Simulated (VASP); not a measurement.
# H5C2 (P1) in VASP: notebook, part 2 of 2

VASP 6.6.1. The steps go on from the part before.

## (3) Single point, PBE+D3(BJ)

File INCAR:

```
  ALGO = Normal
  EDIFF = 1E-7
  ENCUT = 520
  GGA = PE
  ISIF = 2
  ISMEAR = -1
  IVDW = 12
  LASPH = T
  LCHARG = F
  LREAL = Auto
  LWAVE = F
  NBANDS = 46
  NELM = 100
  PREC = Accurate
  SIGMA = 0.05
```

File KPOINTS:

```
k-points
0
Gamma
  2 2 2
```

File POSCAR:

```
H5C2
1.0
    5.4080000000      0.0000000000      0.0000000000
    0.0000000000      4.8870000000      0.0000000000
   -1.8399480000      0.0000000000      7.0384810000
H C
20 8
Direct
    0.1030736413      0.9107632494      0.2094201860
    0.8385900383      0.3534683855      0.4035956054
    0.9824564012      0.0896869245      0.8013945054
    0.2387260037      0.6771843667      0.6903620256
    0.2704229234      0.8253529773      0.0214392850
    0.8138283047      0.4307346020      0.6371829376
    0.7934133896      0.1556578678      0.9751251726
    0.2512878874      0.5801923470      0.4548850810
    0.4950170961      0.2333537958      0.2343829585
    0.5428153167      0.7119500716      0.4110688087
    0.5803899316      0.7299774913      0.7736896640
    0.1918267795      0.0672600778      0.5412105254
    0.2005265322      0.4418252507      0.2035098198
    0.7773318181      0.8668917536      0.3234930946
    0.8281192506      0.5202373644      0.8551703130
    0.4912631459      0.2379373849      0.5729787436
    0.3443351193      0.3342746061      0.9802257049
    0.7877479347      0.9173316963      0.5498203377
    0.6510441121      0.6443012073      0.0064928782
    0.3714795992      0.1607120933      0.7782076843
    0.1530187426      0.9812768570      0.0669178478
    0.8887370153      0.4964599959      0.5171286248
    0.9143231439     -0.0107018621      0.9334826648
    0.1673128562      0.5104972376      0.5782923901
    0.2780515575      0.2698997340      0.1201679737
    0.7471645810      0.7588704727      0.4483637876
    0.7582805242      0.7225905463      0.8970259350
    0.3104668848      0.2431962349      0.6268682120
```

Potentials or basis: VASP PAW PBE potentials, release 64 (H, C).

Launch:

```console
$ cat potpaw_PBE.64/H/POTCAR potpaw_PBE.64/C/POTCAR > POTCAR
$ mpirun -np 1 vasp_std > vasp.out
```

OUTCAR:

```text
EDIFF = 1E-7
   ENCUT = 520
   GGA = PE
   ISIF = 2
   ISMEAR = -1
   IVDW = 12
   LASPH = T
   LREAL = Auto
   NELM = 100
   PREC = Accurate
 IVDW          = 12

 ion  position               nearest neighbor table
   1  0.103  0.911  0.209-  21 1.19
   2  0.839  0.353  0.404-  22 1.06
   3  0.982  0.090  0.801-  23 1.22
   4  0.239  0.677  0.690-  24 1.15
   5  0.270  0.825  0.021-  21 1.10
   6  0.814  0.431  0.637-  22 1.10
[... 12 lines left out ...]
  19  0.651  0.644  0.006-  27 1.16
  20  0.371  0.161  0.778-  28 1.14
  21  0.153  0.981  0.067-   5 1.10   1 1.19  23 1.41  25 1.57
  22  0.889  0.496  0.517-   2 1.06   6 1.10  24 1.46  26 1.51
  23  0.914  0.989  0.933-   7 1.13   3 1.22  21 1.41  27 1.54
  24  0.167  0.510  0.578-   4 1.15   8 1.16  22 1.46  28 1.51
  25  0.278  0.270  0.120-  13 1.17  17 1.20   9 1.27  21 1.57
  26  0.747  0.759  0.448-  18 1.05  10 1.09  14 1.10  22 1.51
  27  0.758  0.723  0.897-  15 1.13  11 1.14  19 1.16  23 1.54
  28  0.310  0.243  0.627-  20 1.14  16 1.14  12 1.16  24 1.51

  LATTYP: Found a simple monoclinic cell.
 ALAT       =     5.4080000000
 B/A-ratio  =     0.9036612426
 C/A-ratio  =     1.3452292700
 COS(beta)  =    -0.2529138182

  Lattice vectors:

 A1 = (   5.4080000000,   0.0000000000,   0.0000000000)
 A2 = (   0.0000000000,   4.8870000000,   0.0000000000)
 A3 = (  -1.8399480000,   0.0000000000,   7.0384810000)

Analysis of symmetry for initial positions (statically):
=====================================================================
 Subroutine PRICEL returns:
 Original cell was already a primitive cell.

 Routine SETGRP: Setting up the symmetry group for a
 simple monoclinic supercell.

 Subroutine GETGRP returns: Found  1 space group operations
 (whereof  1 operations were pure point group operations)
 out of a pool of  4 trial point group operations.

[... 169 lines left out ...]
     AMIX_MAG =   1.60;   BMIX_MAG =  1.00
  volume/ion in A,a.u.               =       6.64        44.83
  Fermi-wavevector in a.u.,A,eV,Ry     =   1.070426  2.022812 15.589714  1.145812
  Thomas-Fermi vector in A             =   2.206136
   LORBIT       =      0    0 simple, 1 ext, 2 COOP (PROOUT), +10 PAW based schemes
   GGA     = PE    functional components
   LHFCALC =     F    Hartree Fock is set to
   AEXX    =    0.0000 exact exchange contribution
   IVDW    =    12    specifies the selected vdW correction
   LEPSILON=     F    determine dielectric tensor
   LRPA    =     F    only Hartree local field effects (RPA)
 non-spin polarized calculation
  energy-cutoff  :      520.00
  volume of cell :      186.02
 maximum number of plane-waves:      5040
   NGX = 21   NGY = 19   NGZ = 27

 number of electron      52.0000000 magnetization

 Free energy of the ion-electron system (eV)
  ---------------------------------------------------
  ext. energy  EPLUGINS =         0.00000000
  ---------------------------------------------------
  free energy    TOTEN  =      -143.41137775 eV

  energy without entropy =     -143.41137775  energy(sigma->0) =     -143.41137775

 E-fermi :  -0.3028     XC(G=0):  -8.4992

 val. band max:       -1.4584690596   @ k =   0.0000   0.5000   0.5000
 cond. band min:       4.5871008448   @ k =   0.0000   0.0000   0.0000
 fundamental gap:      6.0455699044
 Fermi energy:        -0.3028392667

 k-point     1 :       0.0000    0.0000    0.0000
  band No.  band energies     occupation
      1     -15.5272      2.00000
      2     -15.1063      2.00000
      3     -13.0126      2.00000
      4     -12.5818      2.00000
      5     -10.9163      2.00000
      6     -10.6717      2.00000
[... 317 lines left out ...]
     37       7.9505      0.00000
     38       8.6839      0.00000
 [bands above 38 left out]

------------------------ aborting loop because EDIFF is reached ----------------------------------------

 Edisp (eV)   -1.71758

 E8    (eV) :    -0.3872

  FORCE on cell =-STRESS in cart. coord.  units (eV):
  Direction    XX          YY          ZZ          XY          YZ          ZX
  --------------------------------------------------------------------------------------
  -------------------------------------------------------------------------------------
  Total      -0.45013    -4.76654    -2.37913    -2.73277    -0.74463     6.34425
  in kB      -3.87700   -41.05400   -20.49137   -23.53727    -6.41346    54.64278
  external pressure =      -21.81 kB  Pullay stress =        0.00 kB

 VOLUME and BASIS-vectors are now :
 -----------------------------------------------------------------------------
  energy-cutoff  :      520.00
  volume of cell :      186.02
      direct lattice vectors                 reciprocal lattice vectors
     5.408000000  0.000000000  0.000000000     0.184911243  0.000000000  0.048338139
     0.000000000  4.887000000  0.000000000     0.000000000  0.204624514  0.000000000
    -1.839948000  0.000000000  7.038481000     0.000000000  0.000000000  0.142076110

 POSITION                                       TOTAL-FORCE (eV/Angst)
 -----------------------------------------------------------------------------------
      0.17210      4.45090      1.47400         1.337798     -0.014974     -1.293924
      3.79250      1.72740      2.84070        -0.229350     -1.101776     -0.758283
      3.83860      0.43830      5.64060        -2.000769     -1.349555      1.037143
      0.02080      3.30940      4.85910        -0.397612     -1.076422     -0.762314
      1.42300      4.03350      0.15090         0.544201      0.305607      0.468712
      3.22880      2.10500      4.48480         0.155651     -0.387062     -0.449261
[... 20 lines left out ...]
      2.45030      3.53130      6.31370        -2.411819     -1.669049     -0.865459
      0.52560      1.18850      4.41220         0.802372     -2.597996     -0.447556
 -----------------------------------------------------------------------------------
    total drift:                                0.000049      0.001351      0.002160

  FREE ENERGIE OF THE ION-ELECTRON SYSTEM (eV)
  ---------------------------------------------------
  free  energy   TOTEN  =      -145.1289605088 eV

  energy  without entropy=     -145.1289605088  energy(sigma->0) =     -145.12896051
```

OSZICAR:

```text
N       E                     dE             d eps       ncg     rms          rms(c)
DAV:   1     0.115878706794E+03    0.11588E+03   -0.22674E+04   736   0.979E+02
DAV:   2    -0.139028765163E+03   -0.25491E+03   -0.24429E+03   922   0.202E+02
DAV:   3    -0.155665914634E+03   -0.16637E+02   -0.16522E+02   928   0.501E+01
DAV:   4    -0.155950243790E+03   -0.28433E+00   -0.28395E+00   976   0.740E+00
DAV:   5    -0.155955085195E+03   -0.48414E-02   -0.48405E-02   918   0.933E-01    0.186E+01
DAV:   6    -0.144924389931E+03    0.11031E+02   -0.15586E+01   850   0.149E+01    0.948E+00
DAV:   7    -0.143600566834E+03    0.13238E+01   -0.44562E+00   920   0.835E+00    0.508E+00
DAV:   8    -0.143419476898E+03    0.18109E+00   -0.55119E-01   884   0.344E+00    0.654E-01
DAV:   9    -0.143405951129E+03    0.13526E-01   -0.11347E-01   880   0.141E+00    0.282E-01
DAV:  10    -0.143410244755E+03   -0.42936E-02   -0.14873E-02   848   0.483E-01    0.139E-01
DAV:  11    -0.143411164053E+03   -0.91930E-03   -0.13775E-03   896   0.171E-01    0.586E-02
DAV:  12    -0.143411347772E+03   -0.18372E-03   -0.29512E-04   856   0.887E-02    0.188E-02
DAV:  13    -0.143411376108E+03   -0.28335E-04   -0.67490E-05   872   0.386E-02    0.785E-03
DAV:  14    -0.143411377332E+03   -0.12243E-05   -0.71031E-06   888   0.129E-02    0.265E-03
DAV:  15    -0.143411377724E+03   -0.39162E-06   -0.11299E-06   944   0.513E-03    0.107E-03
DAV:  16    -0.143411377754E+03   -0.30312E-07   -0.20229E-07   776   0.275E-03
   1 F= -.14512896E+03 E0= -.14512896E+03  d E =-.287355E-10
```

stdout:

```text
POSCAR found type information on POSCAR H C
 POSCAR found :  2 types and      28 ions
 scaLAPACK will be used
 LDA part: xc-table for (Slater+PW92), standard interpolation
 POSCAR, INCAR and KPOINTS ok, starting setup
 FFT: planning ... GRIDC
 FFT: planning ... GRID_SOFT
 FFT: planning ... GRID
 WAVECAR not read
 entering main loop
```

It took 2.2 min on 1 thread of Intel Xeon 6975P-C, shared host; peak memory 0.29 GiB.

What came out:

```yaml
Free_energy: -145.1290 eV
Pressure: -2.2 GPa
Largest_force: 5.760 eV/Å
Band_gap_on_the_k_mesh: 6.05 eV, indirect (least direct gap 6.28 eV)
Dispersion_energy_per_atom: -0.061 eV
```

Forces in eV/Å, atoms in the order of the input:
```
H    1.338 -0.015 -1.294
H   -0.229 -1.102 -0.758
H   -2.001 -1.350  1.037
H   -0.398 -1.076 -0.762
H    0.544  0.306  0.469
H    0.156 -0.387 -0.449
H    0.363 -0.787 -0.325
H   -1.249  0.114  0.881
H   -2.357  0.245 -1.983
H   -0.135  0.266  0.086
H    0.919  0.803  0.626
H    0.560  1.187  0.769
H    0.385 -1.733 -1.730
H    0.498 -0.636 -0.344
H    0.692  1.350  0.767
H   -1.218  0.142  0.596
H   -1.598  0.278  2.165
H   -0.277  0.803  1.330
H    1.462  1.139 -0.191
H   -0.253  0.760 -1.097
C    0.271  0.255  5.748
C   -0.944  0.776  0.102
C   -1.940  1.699 -3.910
C    3.138  1.672  0.112
C    4.171 -0.285  0.567
C   -0.289 -0.155 -1.100
C   -2.412 -1.669 -0.865
C    0.802 -2.598 -0.448
```

Levels at points of the mesh, in eV from the valence-band top:
```tsv
k point	band 24	band 25	band 26	band 27	band 28	band 29
(0.00, 0.00, 0.00)	-1.20	-0.79	-0.24	6.05	6.95	7.27
(0.50, 0.00, 0.00)	-1.28	-0.95	-0.29	6.26	6.50	7.23
(0.00, 0.50, 0.00)	-0.76	-0.57	-0.29	6.13	6.41	7.08
(0.50, 0.50, 0.00)	-0.91	-0.79	-0.39	6.49	6.69	6.98
(0.00, 0.00, 0.50)	-1.34	-0.49	-0.41	6.19	6.64	7.22
(0.50, 0.00, 0.50)	-1.38	-0.86	-0.39	6.69	6.73	6.97
(0.00, 0.50, 0.50)	-0.71	-0.54	0.00	6.36	6.78	6.98
(0.50, 0.50, 0.50)	-0.99	-0.78	-0.20	6.67	6.87	6.90
```

Caveat: the k points lie up to 0.64 Å⁻¹ apart; forces of over 1 eV/Å act on the atoms, so gaps and moduli don't describe the material at rest. A k mesh can miss the band edges.

## (4) Single point, PBE+D3(BJ)

File INCAR:

```
SYSTEM = H5C2
PREC = Accurate
ENCUT = 520
EDIFF = 1E-6
ISMEAR = -1
SIGMA = 0.05
LREAL = Auto
LASPH = .True.
NELM = 80
ALGO = Normal
ISIF = 2
LWAVE = .False.
LCHARG = .False.
GGA = PE
IVDW = 12
NBANDS = 46
```

File KPOINTS:

```
Automatic mesh
0
Gamma
  2 2 2
  0 0 0
```

File POSCAR:

```
H5C2
1.0
    5.4080000000      0.0000000000      0.0000000000
    0.0000000000      4.8870000000      0.0000000000
   -1.8399480000      0.0000000000      7.0384810000
H C
20 8
Direct
    0.1769222316      0.7941886638      0.2206015758
    0.8406662950      0.3894209126      0.3541531191
    0.9906916331      0.0065684469      0.8040229135
    0.2055149591      0.7746470227      0.6320966129
    0.3452339676      0.8257213014      0.0305037408
    0.8176441711      0.4899324739      0.6136693414
    0.7748667421      0.0599345202      0.9545809671
    0.2267452569      0.6572130141      0.4240545652
    0.4378397999      0.1214651115      0.3067139060
    0.5769857114      0.8484141600      0.4844369119
    0.6063187035      0.6504194803      0.8035398547
    0.2297060436      0.1903826478      0.5113461271
    0.1658902903      0.2514835277      0.2718200134
    0.6602031546      0.8515449151      0.2708112731
    0.8292837710      0.4935338654      0.8716369342
    0.5081473720      0.3462042153      0.6313009867
    0.3551111413      0.3202169020      1.1038035053
    0.8890375408      0.9895232249      0.4486621474
    0.6832097518      0.6192551668      0.0314130279
    0.2903927989      0.2684264375      0.7474908293
    0.1773961544      0.9166768979      0.0869363716
    0.8778923099      0.5372416616      0.4829166975
    0.9224698135     -0.0855944342      0.9279701117
    0.1524662315      0.6056680990      0.5398181795
    0.2860611440      0.1697155719      0.1891459251
    0.7383091852      0.8111315736      0.4214119495
    0.7634278680      0.6726621649      0.9214488183
    0.2945386988      0.3395743810      0.6108136116
```

Potentials or basis: VASP PAW PBE potentials, release 64 (H, C).

Launch:

```console
$ cat potpaw_PBE.64/H/POTCAR potpaw_PBE.64/C/POTCAR > POTCAR
$ mpirun -np 1 vasp_std > vasp.out
```

OUTCAR:

```text
SYSTEM = H5C2
   PREC = Accurate
   ENCUT = 520
   EDIFF = 1E-6
   ISMEAR = -1
   LREAL = Auto
   LASPH = .True.
   NELM = 80
   ISIF = 2
   GGA = PE
   IVDW = 12
 IVDW          = 12

 ion  position               nearest neighbor table
   1  0.177  0.794  0.221-  21 1.14
   2  0.841  0.389  0.354-  22 1.16
   3  0.991  0.007  0.804-  23 1.15
   4  0.206  0.775  0.632-  24 1.06
   5  0.345  0.826  0.031-  21 1.17
   6  0.818  0.490  0.614-  22 1.11
[... 12 lines left out ...]
  19  0.683  0.619  0.031-  27 1.04
  20  0.290  0.268  0.747-  28 1.06
  21  0.177  0.917  0.087-   1 1.14   5 1.17  25 1.49  23 1.56
  22  0.878  0.537  0.483-   6 1.11   2 1.16  24 1.48  26 1.55
  23  0.922  0.914  0.928-   7 1.12   3 1.15  27 1.46  21 1.56
  24  0.152  0.606  0.540-   8 1.05   4 1.06  22 1.48  28 1.53
  25  0.286  0.170  0.189-   9 1.05  13 1.07  17 1.09  21 1.49
  26  0.738  0.811  0.421-  14 1.09  10 1.10  18 1.18  22 1.55
  27  0.763  0.673  0.921-  19 1.04  15 1.04  11 1.05  23 1.46
  28  0.295  0.340  0.611-  12 1.02  20 1.06  16 1.13  24 1.53

[... 224 lines left out ...]
 fundamental gap:      6.3033059711
 Fermi energy:        -0.4855656246

 k-point     1 :       0.0000    0.0000    0.0000
  band No.  band energies     occupation
      1     -15.6664      2.00000
      2     -14.9713      2.00000
      3     -13.7373      2.00000
      4     -13.0193      2.00000
      5     -11.2565      2.00000
      6     -10.6578      2.00000
[... 317 lines left out ...]
     37       8.4244      0.00000
     38       8.9428      0.00000
 [bands above 38 left out]

------------------------ aborting loop because EDIFF is reached ----------------------------------------

 Edisp (eV)   -1.70414

 E8    (eV) :    -0.3829

  FORCE on cell =-STRESS in cart. coord.  units (eV):
  Direction    XX          YY          ZZ          XY          YZ          ZX
  --------------------------------------------------------------------------------------
  -------------------------------------------------------------------------------------
  Total       3.80073    12.13582     8.53861    -2.57967     0.77955     1.90080
  in kB      32.73554   104.52540    73.54272   -22.21863     6.71427    16.37156
  external pressure =       70.27 kB  Pullay stress =        0.00 kB

 VOLUME and BASIS-vectors are now :
 -----------------------------------------------------------------------------
  energy-cutoff  :      520.00
  volume of cell :      186.02
      direct lattice vectors                 reciprocal lattice vectors
     5.408000000  0.000000000  0.000000000     0.184911243  0.000000000  0.048338139
     0.000000000  4.887000000  0.000000000     0.000000000  0.204624514  0.000000000
    -1.839948000  0.000000000  7.038481000     0.000000000  0.000000000  0.142076110

 POSITION                                       TOTAL-FORCE (eV/Angst)
 -----------------------------------------------------------------------------------
      0.55090      3.88120      1.55270        -0.210592     -0.262921     -1.811041
      3.89470      1.90310      2.49270        -0.507560      0.635691      1.786255
      3.87830      0.03210      5.65910        -1.409291     -1.222413      0.345658
     -0.05160      3.78570      4.44900        -0.269384      0.816697      1.223459
      1.81090      4.03530      0.21470        -1.855353      0.285692      0.336302
      3.29270      2.39430      4.31930         0.264757     -1.087170     -0.741028
[... 20 lines left out ...]
      2.43320      3.28730      6.48560         0.998847     -1.491977     -2.287856
      0.46900      1.65950      4.29920         2.438636      2.033143      1.566094
 -----------------------------------------------------------------------------------
    total drift:                                0.001339      0.007432      0.014105

  FREE ENERGIE OF THE ION-ELECTRON SYSTEM (eV)
  ---------------------------------------------------
  free  energy   TOTEN  =      -144.7783230278 eV

  energy  without entropy=     -144.7783230277  energy(sigma->0) =     -144.77832303
```

OSZICAR:

```text
N       E                     dE             d eps       ncg     rms          rms(c)
DAV:   1     0.129054617294E+03    0.12905E+03   -0.23009E+04   736   0.982E+02
DAV:   2    -0.140371494519E+03   -0.26943E+03   -0.26065E+03   906   0.209E+02
DAV:   3    -0.157916914893E+03   -0.17545E+02   -0.17430E+02   936   0.520E+01
DAV:   4    -0.158211204376E+03   -0.29429E+00   -0.29392E+00   952   0.766E+00
DAV:   5    -0.158216639264E+03   -0.54349E-02   -0.54339E-02   978   0.991E-01    0.203E+01
DAV:   6    -0.145048422069E+03    0.13168E+02   -0.18430E+01   862   0.161E+01    0.102E+01
DAV:   7    -0.143278852459E+03    0.17696E+01   -0.54995E+00   952   0.904E+00    0.533E+00
DAV:   8    -0.143095293985E+03    0.18356E+00   -0.75383E-01   866   0.378E+00    0.954E-01
DAV:   9    -0.143067103648E+03    0.28190E-01   -0.14703E-01   856   0.154E+00    0.303E-01
DAV:  10    -0.143072752808E+03   -0.56492E-02   -0.17902E-02   852   0.525E-01    0.134E-01
DAV:  11    -0.143073935842E+03   -0.11830E-02   -0.12339E-03   864   0.167E-01    0.566E-02
DAV:  12    -0.143074148399E+03   -0.21256E-03   -0.28701E-04   858   0.781E-02    0.166E-02
DAV:  13    -0.143074177873E+03   -0.29474E-04   -0.37708E-05   864   0.317E-02    0.536E-03
DAV:  14    -0.143074179641E+03   -0.17678E-05   -0.52188E-06   898   0.107E-02    0.212E-03
DAV:  15    -0.143074179887E+03   -0.24580E-06   -0.48005E-07   664   0.385E-03
   1 F= -.14477832E+03 E0= -.14477832E+03  d E =-.701264E-10
```

Wall time 2.2 min (1 thread of Intel Xeon 6975P-C, shared host); peak memory 0.28 GiB.

What came out:

- Free energy: -144.7783 eV
- Pressure: 7.0 GPa
- Largest force: 3.540 eV/Å
- Band gap on the k mesh: 6.30 eV, direct
- Dispersion energy per atom: -0.061 eV

Forces in eV/Å, atoms in the order of the input:
```
H   -0.211 -0.263 -1.811
H   -0.508  0.636  1.786
H   -1.409 -1.222  0.346
H   -0.269  0.817  1.223
H   -1.855  0.286  0.336
H    0.265 -1.087 -0.741
H    1.158  0.783  0.296
H    0.571  0.490 -1.544
H    1.367 -0.415  0.638
H    0.424  0.158  0.302
H   -1.722  1.489 -1.535
H   -0.509 -1.985 -1.414
H   -1.139  0.965 -0.556
H    0.016 -0.811 -0.399
H    1.968 -2.114  0.603
H   -0.770  0.150 -0.568
H   -0.178  0.512 -0.123
H   -1.695 -1.351  0.339
H   -0.808 -0.093  2.287
H   -1.083 -0.289  1.233
C    1.055 -1.973  0.742
C   -1.050  1.675 -1.498
C    0.748  3.119  1.110
C    1.198 -2.767  0.946
C   -0.246  1.233 -1.022
C    1.247  1.519 -0.257
C    0.999 -1.492 -2.288
C    2.439  2.033  1.566
```

Levels at points of the mesh, in eV from the valence-band top:
```
           k point  band 23  band 24  band 25  band 26  band 27  band 28  band 29  band 30
(0.00, 0.00, 0.00)    -1.29    -0.92    -0.67    -0.46     6.43     7.18     7.96     8.03
(0.50, 0.00, 0.00)    -1.21    -1.03    -0.85    -0.55     6.35     7.14     7.59     8.08
(0.00, 0.50, 0.00)    -0.98    -0.87    -0.50     0.00     6.30     6.83     7.62     7.83
(0.50, 0.50, 0.00)    -0.97    -0.75    -0.68    -0.17     6.63     6.97     7.24     7.40
(0.00, 0.00, 0.50)    -1.19    -1.06    -0.78    -0.46     6.52     7.28     7.66     7.82
(0.50, 0.00, 0.50)    -1.32    -1.10    -0.85    -0.54     6.55     7.36     7.58     7.80
(0.00, 0.50, 0.50)    -1.02    -0.71    -0.31    -0.07     6.67     7.08     7.38     7.72
(0.50, 0.50, 0.50)    -1.10    -0.83    -0.47    -0.17     6.84     7.03     7.41     7.63
```

Caveat: the k points lie up to 0.64 Å⁻¹ apart; forces of over 1 eV/Å act on the atoms, so gaps and moduli don't describe the material at rest.
